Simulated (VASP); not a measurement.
B2O, 6 atoms in the cell. The structure is trigonal, space group P-3m1 (No. 164). The conventional cell has a = 2.860 Å, b = 2.860 Å, c = 7.005 Å, α = 90.00°, β = 90.00°, γ = 120.00°. Within 2.3 Å of O (site symmetry 3m) lie 4 B at 1.73 to 1.98 Å. Within 2.2 Å of B (site symmetry 3m) lie 3 B at 1.68 Å and 1 O at 1.98 Å. Within 2.2 Å of B (site symmetry 3m) lie 1 B at 1.68 Å and 3 O at 1.73 Å. 

```yaml
Program: VASP 6.6.1
Task: single point
Functional: PBE
Potentials_or_basis: VASP PAW PBE potentials, release 64 (O, B)
Cutoff: 520 eV
k_mesh: 11 × 11 × 4
Occupations: fermi-dirac, width 0.05 eV
Spin: no spin polarisation
Dipole_correction: no
Further_INCAR_settings: ALGO = Normal; EDIFF = 1e-06; NBANDS = 21
```

Potentials or basis: VASP PAW PBE potentials, release 64 (O, B).

The run is started by

```sh
$ cat potpaw_PBE.64/O/POTCAR potpaw_PBE.64/B/POTCAR > POTCAR
$ mpirun -np 1 vasp_std > vasp.out
```

Hardware: 1 thread of Intel(R) Xeon(R) 6975P-C (Granite Rapids) (shared host).

**Question.** How long does it take, and how much memory?

**Answer.** It took 29 s on 1 thread of Intel(R) Xeon(R) 6975P-C (Granite Rapids) (shared host), peak memory 0.19 GiB. Counts: scf iterations 17, k points 58.
